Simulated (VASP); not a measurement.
Cu:

```xyz
1
Lattice="0.0000 1.7811 1.7811 1.7811 0.0000 1.7811 1.7811 1.7811 0.0000" Properties=species:S:1:pos:R:3 pbc="T T T"
Cu    0.0000    0.0000    0.0000
```

Base run:

```yaml
Program: VASP 6.6.1
Functional: PBE
Potentials_or_basis: VASP PAW PBE potentials, release 64 (Cu)
Cutoff: 600 eV
k_mesh: 9 × 9 × 9
Occupations: tetrahedron
Spin: no spin polarisation
```

Its results: pressure 10.5 GPa.

Problem. The run is repeated on the same cell with these changes: occupations from tetrahedron to methfessel-paxton, width 0.0584 eV. What comes out?

Solution. Pressure 9.8 GPa.
